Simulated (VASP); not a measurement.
Set up this calculation in VASP 6.6.1, as the native input.

| Item | Value |
| --- | --- |
| Task | single point |
| Functional | r2SCAN |
| Dispersion | rVV10 |
| Potentials or basis | VASP PAW PBE potentials, release 64 (Ca_sv, Ag, I) |
| Cutoff | 520 eV |
| k mesh | 6 × 6 × 6 |
| Occupations | fermi-dirac, width 0.03 eV |
| Spin | no spin polarisation |
| Dipole correction | no |
| Further INCAR settings | ALGO = Normal; EDIFF = 1e-06; NBANDS = 29 |

CaAgI3:

```
Ca Ag I
1.0
     5.70854    0.00000    0.00000
     0.00000    5.70854    0.00000
     0.00000    0.00000    5.70854
Ca Ag I
1 1 3
Direct
  0.00000 0.00000 0.00000
  0.50000 0.50000 0.50000
  0.00000 0.50000 0.50000
  0.50000 0.00000 0.50000
  0.50000 0.50000 0.00000
```

One way to write it, as run:

POSCAR

```
CaAgI3
1.0
    5.7085394419      0.0000000000      0.0000000000
    0.0000000000      5.7085394419      0.0000000000
    0.0000000000      0.0000000000      5.7085394419
Ca Ag I
1 1 3
Direct
    0.0000000000      0.0000000000      0.0000000000
    0.5000000000      0.5000000000      0.5000000000
    0.0000000000      0.5000000000      0.5000000000
    0.5000000000      0.0000000000      0.5000000000
    0.5000000000      0.5000000000      0.0000000000
```

INCAR.step1

```
SYSTEM = CaAgI3
ALGO = Normal
EDIFF = 1E-4
ENCUT = 520
GGA = PE
ISMEAR = -1
LASPH = .True.
LCHARG = .False.
LREAL = .False.
LWAVE = .True.
NBANDS = 29
NELM = 80
PREC = Accurate
SIGMA = 0.03
```

INCAR.step2

```
SYSTEM = CaAgI3
ALGO = Normal
BPARAM = 11.95
CPARAM = 0.0093
EDIFF = 1E-6
ENCUT = 520
ISIF = 2
ISMEAR = -1
ISTART = 1
IVDW_NL = 2
LASPH = .True.
LCHARG = .False.
LMIXTAU = .True.
LREAL = .False.
LUSE_VDW = .True.
LWAVE = .False.
METAGGA = R2SCAN
NBANDS = 29
NELM = 80
PREC = Accurate
SIGMA = 0.03
```

KPOINTS

```
k-points
0
Gamma
  6 6 6
  0 0 0
```

Potentials or basis: VASP PAW PBE potentials, release 64 (Ca_sv, Ag, I).

Command:

```bash
$ cat potpaw_PBE.64/Ca_sv/POTCAR potpaw_PBE.64/Ag/POTCAR potpaw_PBE.64/I/POTCAR > POTCAR
$ cp INCAR.step1 INCAR
$ mpirun -np 1 vasp_std > vasp.out
$ cp INCAR.step2 INCAR
$ mpirun -np 1 vasp_std > vasp.out
```

Results of the run:

The pressure is 0.1 GPa and the band gap on the k mesh is zero (band 21 reaches 4.39 eV, above the bottom of band 22 at 4.07 eV).

Caveat: the PAW data sets were made with another functional, which shifts forces and pressure a little; spin-orbit coupling is left out, which moves the levels of the heavy elements.

Run time: 5.3 min on 1 thread of Intel(R) Xeon(R) Platinum 8488C (Sapphire Rapids), with other jobs on the host, peak memory 0.62 GiB.
